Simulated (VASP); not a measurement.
# Ga2Ge3O (P4mm) in VASP: a series of runs

The runs below take Ga2Ge3O through single point, with PBE.

All numbers are computed with VASP 6.6.1; they aren't measurements. Logs are shortened: lines on timing, memory, paths and dates and some standing lists are left out, and cuts for length are marked.

## Step 1: The cell of the first run

It takes space group P4mm (No. 99, tetragonal). Conventional cell: a = 3.488 Å, b = 3.488 Å, c = 8.504 Å, α = 90.00°, β = 90.00°, γ = 90.00°. Within 3.5 Å of Ga (site symmetry 4mm) lie 6 Ge at 2.69 to 2.88 Å and 4 O at 2.80 Å and 4 Ga at 3.49 Å. Within 3.7 Å of Ga (site symmetry 4mm) lie 1 O at 2.79 Å and 9 Ge at 2.85 to 2.89 Å and 4 Ga at 3.49 Å. Ge (site symmetry 4mm) has 9 Ge at 2.83 to 3.49 Å and 5 Ga at 2.88 to 2.89 Å within 3.7 Å. Ge (site symmetry 4mm) has 5 Ga at 2.69 to 2.85 Å and 4 O at 2.82 Å and 5 Ge at 2.94 to 3.49 Å within 3.5 Å. Ge (site symmetry 4mm) has 1 O at 2.82 Å and 8 Ge at 2.83 to 3.49 Å and 5 Ga at 2.88 to 2.89 Å within 3.7 Å. O (site symmetry 4mm) has 5 Ga at 2.79 to 2.80 Å and 5 Ge at 2.82 Å and 4 O at 3.49 Å within 3.7 Å.

## Step 2: Single point, PBE

INCAR reads:

```
PREC = Accurate ; ENCUT = 520
EDIFF = 1E-7 ; ISMEAR = 0
SIGMA = 0.1 ; LREAL = F
LASPH = T ; NELM = 100
ALGO = Normal ; ISIF = 2
LWAVE = F ; LCHARG = F
GGA = PE ; NBANDS = 46
```

KPOINTS reads:

```
regular mesh
0
Gamma
  6 6 2
```

POSCAR reads:

```
Ga2Ge3O
1.0
    3.4884034400      0.0000000000      0.0000000000
    0.0000000000      3.4884034400      0.0000000000
    0.0000000000      0.0000000000      8.5036560700
Ga Ge O
2 3 1
Direct
    0.0000000000      0.0000000000      0.0094770000
    0.5000000000      0.5000000000      0.4938240100
    0.0000000000      0.0000000000      0.6709480300
    0.0000000000      0.0000000000      0.3257620000
    0.5000000000      0.5000000000      0.8341779700
    0.5000000000      0.5000000000      0.1658110000
```

Potentials or basis: VASP PAW PBE potentials, release 64 (Ga_d, Ge_d, O).

The run is started by

```sh
$ cat potpaw_PBE.64/Ga_d/POTCAR potpaw_PBE.64/Ge_d/POTCAR potpaw_PBE.64/O/POTCAR > POTCAR
$ mpirun -np 1 vasp_std > vasp.out
```

OUTCAR:

```text
PREC = Accurate
   ENCUT = 520
   EDIFF = 1E-7
   ISMEAR = 0
   LREAL = F
   LASPH = T
   NELM = 100
   ISIF = 2
   GGA = PE

 ion  position               nearest neighbor table
   1  0.000  0.000  0.009-   4 2.69   3 2.88   5 2.88   5 2.88   5 2.88   5 2.88
   2  0.500  0.500  0.494-   4 2.85   4 2.85   4 2.85   4 2.85   3 2.89   3 2.89   3 2.89   3 2.89
                             5 2.89
   3  0.000  0.000  0.671-   5 2.83   5 2.83   5 2.83   5 2.83   1 2.88   2 2.89   2 2.89   2 2.89
                             2 2.89
   4  0.000  0.000  0.326-   1 2.69   2 2.85   2 2.85   2 2.85   2 2.85
   5  0.500  0.500  0.834-   3 2.83   3 2.83   3 2.83   3 2.83   1 2.88   1 2.88   1 2.88   1 2.88
                             2 2.89
   6  0.500  0.500  0.166-

  LATTYP: Found a simple tetragonal cell.
 ALAT       =     3.4884034400
 C/A-ratio  =     2.4376928346

  Lattice vectors:

 A1 = (   3.4884034400,   0.0000000000,   0.0000000000)
 A2 = (   0.0000000000,   3.4884034400,   0.0000000000)
 A3 = (   0.0000000000,   0.0000000000,   8.5036560700)

Analysis of symmetry for initial positions (statically):
=====================================================================
 Subroutine PRICEL returns:
 Original cell was already a primitive cell.

 Routine SETGRP: Setting up the symmetry group for a
 simple tetragonal supercell.

 Subroutine GETGRP returns: Found  8 space group operations
 (whereof  8 operations were pure point group operations)
 out of a pool of 16 trial point group operations.

The static configuration has the point symmetry C_4v.

Analysis of symmetry for dynamics (positions and initial velocities):
=====================================================================
 Subroutine PRICEL returns:
 Original cell was already a primitive cell.

 Routine SETGRP: Setting up the symmetry group for a
 simple tetragonal supercell.

 Subroutine GETGRP returns: Found  8 space group operations
 (whereof  8 operations were pure point group operations)
 out of a pool of 16 trial point group operations.

The dynamic configuration has the point symmetry C_4v.

 Subroutine INISYM returns: Found  8 space group operations
 (whereof  8 operations are pure point group operations),
 and found     1 'primitive' translations

----------------------------------------------------------------------------------------

                                     Primitive cell

  volume of cell :     103.4806

  direct lattice vectors                    reciprocal lattice vectors
     3.488403440  0.000000000  0.000000000     0.286664091  0.000000000  0.000000000
     0.000000000  3.488403440  0.000000000     0.000000000  0.286664091  0.000000000
     0.000000000  0.000000000  8.503656070     0.000000000  0.000000000  0.117596478

  length of vectors
     3.488403440  3.488403440  8.503656070     0.286664091  0.286664091  0.117596478

  position of ions in fractional coordinates (direct lattice)
     0.000000000  0.000000000  0.009477000
     0.500000000  0.500000000  0.493824010
     0.000000000  0.000000000  0.670948030
     0.000000000  0.000000000  0.325762000
     0.500000000  0.500000000  0.834177970
     0.500000000  0.500000000  0.165811000

  ion indices of the primitive-cell ions
   primitive index   ion index
                 1           1
                 2           2
                 3           3
                 4           4
                 5           5
                 6           6

----------------------------------------------------------------------------------------

 KPOINTS: regular mesh

Automatic generation of k-mesh.
 Grid dimensions read from file:
 generate k-points for:    6    6    2

 Generating k-lattice:

  Cartesian coordinates                     Fractional coordinates (reciprocal lattice)
     0.047777348  0.000000000  0.000000000     0.166666667  0.000000000  0.000000000
     0.000000000  0.047777348  0.000000000     0.000000000  0.166666667  0.000000000
     0.000000000  0.000000000  0.058798239     0.000000000  0.000000000  0.500000000

  Length of vectors
     0.047777348  0.047777348  0.058798239

  Shift w.r.t. Gamma in fractional coordinates (k-lattice)
     0.000000000  0.000000000  0.000000000

 Subroutine IBZKPT returns following result:
 ===========================================

 Found     20 irreducible k-points:

 Following reciprocal coordinates:
            Coordinates               Weight
  0.000000  0.000000  0.000000      1.000000
  0.166667  0.000000  0.000000      4.000000
  0.333333  0.000000  0.000000      4.000000
  0.500000  0.000000  0.000000      2.000000
  0.166667  0.166667  0.000000      4.000000
  0.333333  0.166667  0.000000      8.000000
[... 12 lines left out ...]
  0.500000  0.333333  0.500000      4.000000
  0.500000  0.500000  0.500000      1.000000
   k-points           NKPTS =     20   k-points in BZ     NKDIM =     20   number of bands    NBANDS=     46
   number of dos      NEDOS =    301   number of ions     NIONS =      6
   total plane-waves  NPLWV =  50176
   dimension x,y,z NGX =    28 NGY =   28 NGZ =   64
   dimension x,y,z NGXF=    56 NGYF=   56 NGZF=  128
   ions per type =               2   3   1
   NGX,Y,Z   is equivalent  to a cutoff of  13.34, 13.34, 12.51 a.u.
   NGXF,Y,Z  is equivalent  to a cutoff of  26.69, 26.69, 25.02 a.u.
 SYSTEM =  unknown system
   PREC   = accura    normal or accurate (medium, high low for compatibility)
   ISTART =      0    job   : 0-new  1-cont  2-samecut
   ICHARG =      2    charge: 1-file 2-atom 10-const
   ISPIN  =      1    spin polarized calculation?
   LNONCOLLINEAR =      F non collinear calculations
   LSORBIT =      F    spin-orbit coupling
   LASPH  =      T    aspherical Exc in radial PAW
   ENCUT  =  520.0 eV  38.22 Ry    6.18 a.u.   6.49  6.49 15.81*2*pi/ulx,y,z
   NELM   =    100;   NELMIN=  2; NELMDL= -5     # of ELM steps
   EDIFF  = 0.1E-06   stopping-criterion for ELM
   LREAL  =      F    real-space projection
   EDIFFG = 0.1E-05   stopping-criterion for IOM
   NSW    =      0    number of steps for IOM
   IBRION =     -1    ionic relax: 0-MD 1-quasi-New 2-CG
   NFREE  =      0    steps in history (QN), initial steepest desc. (CG)
   ISIF   =      2    stress and relaxation
   ISYM   =      2    0-nonsym 1-usesym 2-fastsym
   POTIM  = 0.5000    time-step for ionic-motion
   TEBEG  =    0.0;   TEEND  =   0.0 temperature during run
   PSTRESS=    0.0 pullay stress
   NELECT =      74.0000    total number of electrons
   NUPDOWN=      -1.0000    fix difference up-down
   EMIN   =  10.00;   EMAX   =-10.00  energy-range for DOS
   EFERMI =   0.00;   METHOD = LEGACY
   ISMEAR =     0;   SIGMA  =   0.10  broadening in eV -4-tet -1-fermi 0-gaus
   EFERMI_NEDOS =   21; number of points for ismear=-14 and -15
   IALGO  =     38    algorithm
   IMIX   =      4    mixing-type and parameters
     AMIX     =   0.40;   BMIX     =  1.00
     AMIX_MAG =   1.60;   BMIX_MAG =  1.00
  volume/ion in A,a.u.               =      17.25       116.39
  Fermi-wavevector in a.u.,A,eV,Ry     =   1.463971  2.766503 29.160143  2.143210
  Thomas-Fermi vector in A             =   2.580002
   LORBIT       =      0    0 simple, 1 ext, 2 COOP (PROOUT), +10 PAW based schemes
   GGA     = PE    functional components
   LHFCALC =     F    Hartree Fock is set to
   AEXX    =    0.0000 exact exchange contribution
   IVDW    =     0    specifies the selected vdW correction
   LEPSILON=     F    determine dielectric tensor
   LRPA    =     F    only Hartree local field effects (RPA)
 non-spin polarized calculation
 Gauss-broadening in eV      SIGMA  =   0.10
  energy-cutoff  :      520.00
  volume of cell :      103.48
 maximum number of plane-waves:      2816
 NGX is ok and might be reduce to    28
   NGX = 13   NGY = 13   NGZ = 31

 number of electron      73.9999964 magnetization

 Free energy of the ion-electron system (eV)
  ---------------------------------------------------
  ext. energy  EPLUGINS =         0.00000000
  ---------------------------------------------------
  free energy    TOTEN  =       -23.15433107 eV

  energy without entropy =      -23.14316481  energy(sigma->0) =      -23.14874794

 E-fermi :   5.6513     XC(G=0): -11.1215

 val. band max:        5.5999526817   @ k =   0.5000   0.0000   0.5000
 cond. band min:       5.6676673599   @ k =   0.3333   0.1667   0.5000
 fundamental gap:      0.0677146783
 Fermi energy:         5.6513139705

 k-point     1 :       0.0000    0.0000    0.0000
  band No.  band energies     occupation
      1     -19.2021      2.00000
      2     -19.1905      2.00000
      3     -19.1820      2.00000
      4     -19.1702      2.00000
      5     -19.1702      2.00000
      6     -19.0562      2.00000
[... 38 lines left out ...]
     45      11.9840      0.00000
     46      12.1163      0.00000

 k-point     2 :       0.1667    0.0000    0.0000
  band No.  band energies     occupation
      1     -19.1987      2.00000
      2     -19.1886      2.00000
      3     -19.1835      2.00000
      4     -19.1722      2.00000
      5     -19.1701      2.00000
      6     -19.0569      2.00000
[... 38 lines left out ...]
     45      12.0656      0.00000
     46      13.2189      0.00000

 k-point     3 :       0.3333    0.0000    0.0000
  band No.  band energies     occupation
      1     -19.1950      2.00000
      2     -19.1867      2.00000
      3     -19.1819      2.00000
      4     -19.1762      2.00000
      5     -19.1698      2.00000
      6     -19.0575      2.00000
[... 38 lines left out ...]
     45      10.8943      0.00000
     46      12.0998      0.00000

 k-point     4 :       0.5000    0.0000    0.0000
  band No.  band energies     occupation
      1     -19.1941      2.00000
      2     -19.1883      2.00000
      3     -19.1783      2.00000
      4     -19.1776      2.00000
      5     -19.1697      2.00000
      6     -19.0571      2.00000
[... 724 lines left out ...]
     45      10.7512      0.00000
     46      11.0577      0.00000

 k-point    19 :       0.5000    0.3333    0.5000
  band No.  band energies     occupation
      1     -19.1951      2.00000
      2     -19.1812      2.00000
      3     -19.1770      2.00000
      4     -19.1752      2.00000
      5     -19.1742      2.00000
      6     -19.0565      2.00000
[... 38 lines left out ...]
     45      10.9619      0.00000
     46      11.5512      0.00000

 k-point    20 :       0.5000    0.5000    0.5000
  band No.  band energies     occupation
      1     -19.1973      2.00000
      2     -19.1792      2.00000
      3     -19.1766      2.00000
      4     -19.1766      2.00000
      5     -19.1713      2.00000
      6     -19.0540      2.00000
[... 38 lines left out ...]
     45      10.5341      0.00000
     46      10.5600      0.00000

------------------------ aborting loop because EDIFF is reached ----------------------------------------

  FORCE on cell =-STRESS in cart. coord.  units (eV):
  Direction    XX          YY          ZZ          XY          YZ          ZX
  --------------------------------------------------------------------------------------
  -------------------------------------------------------------------------------------
  Total        0.2840689      0.2840689     -2.0677051      0.0000000      0.0000000     -0.0000000
  in kB        4.3982022      4.3982022    -32.0140099      0.0000000      0.0000000     -0.0000000
  external PRESSURE =      -7.7392018 kB  Pullay stress =       0.0000000 kB

 VOLUME and BASIS-vectors are now :
 -----------------------------------------------------------------------------
  energy-cutoff  :      520.00
  volume of cell :      103.48
      direct lattice vectors                 reciprocal lattice vectors
     3.488403440  0.000000000  0.000000000     0.286664091  0.000000000  0.000000000
     0.000000000  3.488403440  0.000000000     0.000000000  0.286664091  0.000000000
     0.000000000  0.000000000  8.503656070     0.000000000  0.000000000  0.117596478

 POSITION                                       TOTAL-FORCE (eV/Angst)
 -----------------------------------------------------------------------------------
      0.00000      0.00000      0.08059         0.000000      0.000000      0.891529
      1.74420      1.74420      4.19931         0.000000     -0.000000     -0.375366
      0.00000      0.00000      5.70551        -0.000000      0.000000      0.124650
      0.00000      0.00000      2.77017        -0.000000      0.000000     -0.515192
      1.74420      1.74420      7.09356         0.000000      0.000000     -0.141258
      1.74420      1.74420      1.41000         0.000000      0.000000      0.015638
 -----------------------------------------------------------------------------------
    total drift:                                0.000000      0.000000     -0.003247

  FREE ENERGIE OF THE ION-ELECTRON SYSTEM (eV)
  ---------------------------------------------------
  free  energy   TOTEN  =       -23.1543310702 eV

  energy  without entropy=      -23.1431648120  energy(sigma->0) =      -23.14874794
```

Wall time 62 s (1 thread of AMD EPYC 9R45 (Zen 5), shared host); peak memory 0.22 GiB.

What came out:

* Free energy: -23.1543 eV
* Pressure: -0.8 GPa
* Largest force: 0.892 eV/Å
* Band gap on the k mesh: zero (band 37 reaches 6.74 eV, above the bottom of band 38 at 4.16 eV)

Forces on the atoms (eV/Å):
```
Ga   0.000  0.000  0.892
Ga   0.000  0.000 -0.375
Ge   0.000  0.000  0.125
Ge   0.000  0.000 -0.515
Ge   0.000  0.000 -0.141
O    0.000  0.000  0.016
```

Stress tensor (GPa, compression positive):
```
 0.44  0.00  0.00
 0.00  0.44  0.00
 0.00  0.00 -3.20
```

Caveat: the k points lie up to 0.37 Å⁻¹ apart.

## Step 3: Single point, PBE

This run uses another cell than the first one, of 18.14 Å³/atom, 1.052 times its volume.

INCAR reads:

```
SYSTEM = Ga2Ge3O
ALGO     = Normal         ! electronic algorithm
EDIFF    = 1E-6           ! SCF threshold, eV
ENCUT    = 520            ! plane-wave cutoff, eV
GGA      = PE             ! functional
ISIF     = 2              ! what is computed and relaxed
ISMEAR   = 0              ! smearing method
LASPH    = .True.         ! aspherical terms in the spheres
LCHARG   = .False.        ! write CHGCAR
LREAL    = .False.        ! projectors in reciprocal space
LWAVE    = .False.        ! write WAVECAR
NBANDS   = 46             ! bands
NELM     = 100            ! most SCF steps
PREC     = Accurate       ! precision mode
SIGMA    = 0.1            ! smearing width, eV
```

KPOINTS reads:

```
k-points
0
Gamma
  6 6 2
  0 0 0
```

POSCAR reads:

```
Ga2Ge3O
1.0
    3.7816991315      0.0000000000      0.0000000000
    0.0000000000      3.7816991315      0.0000000000
    0.0000000000      0.0000000000      7.6107690871
Ga Ge O
2 3 1
Direct
    0.0000000000      0.0000000000      0.0866177062
    0.5000000000      0.5000000000      0.3484851948
    0.0000000000      0.0000000000      0.7502560496
    0.0000000000      0.0000000000      0.4223898032
    0.5000000000      0.5000000000      0.8166935956
    0.5000000000      0.5000000000      0.0755576606
```

Potentials or basis: VASP PAW PBE potentials, release 64 (Ga_d, Ge_d, O).

The run is started by

```sh
$ cat potpaw_PBE.64/Ga_d/POTCAR potpaw_PBE.64/Ge_d/POTCAR potpaw_PBE.64/O/POTCAR > POTCAR
$ mpirun -np 1 vasp_std > vasp.out
```

It took 52 s on 1 thread of AMD EPYC 9R45 (Zen 5), shared host; peak memory 0.22 GiB.

Results (log left out):

| Property | Result |
| --- | --- |
| Free energy | -25.3212 eV |
| Pressure | 0.1 GPa |
| Largest force | 0.032 eV/Å |
| Band gap on the k mesh | zero (band 37 reaches 6.57 eV, above the bottom of band 38 at 3.15 eV) |

Forces on the atoms (eV/Å):
```
Ga   0.000  0.000  0.004
Ga   0.000  0.000  0.032
Ge   0.000  0.000 -0.005
Ge   0.000  0.000  0.004
Ge   0.000  0.000 -0.025
O    0.000  0.000 -0.010
```

Stress tensor (GPa, compression positive):
```
0.09 0.00 0.00
0.00 0.09 0.00
0.00 0.00 0.22
```

Levels at points of the mesh, in eV from the Fermi level:
| k point | band 34 | band 35 | band 36 | band 37 | band 38 | band 39 | band 40 | band 41 |
| --- | --- | --- | --- | --- | --- | --- | --- | --- |
| (0.00, 0.00, 0.00) | -1.30 | -1.30 | -1.09 | -0.29 | -0.29 | 0.35 | 1.43 | 3.53 |
| (0.50, 0.00, 0.00) | -2.50 | -0.68 | 0.30 | 0.33 | 0.86 | 1.68 | 1.75 | 2.23 |
| (0.50, 0.50, 0.00) | -3.78 | -3.78 | -3.43 | -3.43 | -2.31 | 1.52 | 1.76 | 2.15 |
| (0.00, 0.00, 0.50) | -2.43 | -1.59 | -1.59 | -0.74 | 0.02 | 0.02 | 3.86 | 4.04 |
| (0.50, 0.00, 0.50) | -3.76 | -1.54 | 0.59 | 0.61 | 1.48 | 1.56 | 2.30 | 2.33 |
| (0.50, 0.50, 0.50) | -4.70 | -3.44 | -2.98 | -2.85 | -2.51 | -2.51 | 3.21 | 3.21 |

Caveat: the k points lie up to 0.41 Å⁻¹ apart.
